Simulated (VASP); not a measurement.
Write the native input for VASP 6.6.1 that does the following.

- Task: single point
- Functional: PBEsol
- Potentials or basis: VASP PAW PBE potentials, release 64 (V_sv)
- Cutoff: 500 eV
- k mesh: 10 × 10 × 10
- Occupations: gaussian, width 0.1 eV
- Spin: no spin polarisation
- Dipole correction: no
- Further INCAR settings: ALGO = Normal; EDIFF = 1e-06; NBANDS = 12

The structure of V lies in POSCAR:

```
V
1.0
   -1.4829726138      1.4829726138      1.4829726138
    1.4829726138     -1.4829726138      1.4829726138
    1.4829726138      1.4829726138     -1.4829726138
V
1
Direct
    0.0000000000      0.0000000000      0.0000000000
```

These files were run (other wordings do the same):

INCAR

```
SYSTEM = V
PREC = Accurate ; ENCUT = 500
EDIFF = 1E-6 ; ISMEAR = 0
SIGMA = 0.1 ; LREAL = .False.
LASPH = .True. ; NELM = 120
ALGO = Normal ; ISIF = 2
LWAVE = .False. ; LCHARG = .False.
GGA = PS ; NBANDS = 12
GGA_COMPAT = .False.
```

KPOINTS

```
Automatic mesh
0
Gamma
  10 10 10
  0 0 0
```

Potentials or basis: VASP PAW PBE potentials, release 64 (V_sv).

Run with:

```sh
$ cat potpaw_PBE.64/V_sv/POTCAR > POTCAR
$ mpirun -np 1 vasp_std > vasp.out
```

It gave:

```json
{"Pressure": "-0.1 GPa"}
```

Caveat: the PAW data sets were made with another functional, which shifts forces and pressure a little.

It took 10 s on 1 thread of AMD EPYC 7R43 64-Core Processor (Zen 3) (shared host), peak memory 0.09 GiB.
